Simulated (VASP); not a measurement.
A run of VASP 6.6.1 is set up as follows.

File INCAR:

```
SYSTEM = BP
ALGO = Normal ; EDIFF = 1E-7
ENCUT = 520 ; GGA = PE
ISIF = 2 ; ISMEAR = 1
LASPH = .True. ; LCHARG = .False.
LREAL = .False. ; LWAVE = .False.
NBANDS = 11 ; NELM = 60
PREC = Accurate ; SIGMA = 0.05
```

The input KPOINTS:

```
k-points
0
Gamma
  6 6 6
  0 0 0
```

Contents of POSCAR:

```
BP
1.0
    0.0000000000      2.2683155501      2.2683155501
    2.2683155501      0.0000000000      2.2683155501
    2.2683155501      2.2683155501      0.0000000000
B P
1 1
Direct
    0.0000000000      0.0000000000      0.0000000000
    0.2500000000      0.2500000000      0.2500000000
```

Potentials or basis: VASP PAW PBE potentials, release 64 (B, P).

Command:

```console
$ cat potpaw_PBE.64/B/POTCAR potpaw_PBE.64/P/POTCAR > POTCAR
$ mpirun -np 1 vasp_std > vasp.out
```

Task: What does it give for the pressure?

Result: 1.2 GPa.

Task: Estimate the band gap on the k mesh.

Result: 1.33 eV, indirect (least direct gap 3.40 eV).

A k mesh can miss the band edges.
